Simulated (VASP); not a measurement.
A run of VASP 6.6.1 is set up as follows.

The input INCAR:

```
PREC     = Accurate       # precision mode
ENCUT    = 600            # plane-wave cutoff, eV
EDIFF    = 1E-6           # SCF threshold, eV
ISMEAR   = 0              # smearing method
SIGMA    = 0.1            # smearing width, eV
LREAL    = F              # projectors in reciprocal space
LASPH    = T              # aspherical terms in the spheres
NELM     = 80             # most SCF steps
ALGO     = Fast           # electronic algorithm
ISIF     = 3              # what is computed and relaxed
LWAVE    = F              # write WAVECAR
LCHARG   = F              # write CHGCAR
GGA      = PE             # functional
IBRION   = 2              # ionic algorithm
NSW      = 100            # ionic steps
EDIFFG   = -0.01          # ionic threshold
```

Contents of KPOINTS:

```
Automatic mesh
0
Gamma
  12 12 2
```

File POSCAR:

```
HfZr2Te6
1.0
    3.9714759000      0.0000000000      0.0000000000
   -1.9857380000      3.4393991000      0.0000000000
    0.0000000000      0.0000000000     21.3606189000
Zr Hf Te
2 1 6
Direct
    0.0000000000      0.0000000000      0.8345990000
    0.0000000000      0.0000000000      0.1654010000
    0.0000000000      0.0000000000      0.5000000000
    0.3333333000      0.6666667000      0.9189230000
    0.3333333000      0.6666667000      0.2498090000
    0.3333333000      0.6666667000      0.5831100000
    0.6666667000      0.3333333000      0.0810770000
    0.6666667000      0.3333333000      0.4168900000
    0.6666667000      0.3333333000      0.7501910000
```

Potentials or basis: VASP PAW PBE potentials, release 64 (Zr_sv, Hf_pv, Te).

Run with:

```bash
$ cat potpaw_PBE.64/Zr_sv/POTCAR potpaw_PBE.64/Hf_pv/POTCAR potpaw_PBE.64/Te/POTCAR > POTCAR
$ mpirun -np 1 vasp_std > vasp.out
```

Question: Estimate the space group after relaxing (to 0.1 Å).

Answer: P-3m1 (No. 164).

Question: Predict the band gap on the k mesh.

Answer: Zero (bands 35 and 36 overlap by 0.65 eV).

Question: Estimate the relaxed volume.

Answer: 32.38 Å³/atom.

Final structure:
```cif
data_structure
_symmetry_space_group_name_H-M 'P 1'
_symmetry_Int_Tables_number 1
_cell_length_a 3.9693
_cell_length_b 3.9693
_cell_length_c 21.3556
_cell_angle_alpha 90.000
_cell_angle_beta 90.000
_cell_angle_gamma 120.000
_cell_volume 291.39
loop_
_atom_site_label
_atom_site_type_symbol
_atom_site_fract_x
_atom_site_fract_y
_atom_site_fract_z
_atom_site_occupancy
Zr1 Zr 0.00000 0.00000 0.83460 1
Zr2 Zr 0.00000 0.00000 0.16540 1
Hf1 Hf 0.00000 0.00000 0.50000 1
Te1 Te 0.33333 0.66667 0.91901 1
Te2 Te 0.33333 0.66667 0.24990 1
Te3 Te 0.33333 0.66667 0.58299 1
Te4 Te 0.66667 0.33333 0.08099 1
Te5 Te 0.66667 0.33333 0.41701 1
Te6 Te 0.66667 0.33333 0.75010 1
```

Caveat: spin-orbit coupling is left out, which moves the levels of the heavy elements; this functional lacks dispersion, which binds layers or chains, so the pressure and a relaxed spacing across them are unreliable.
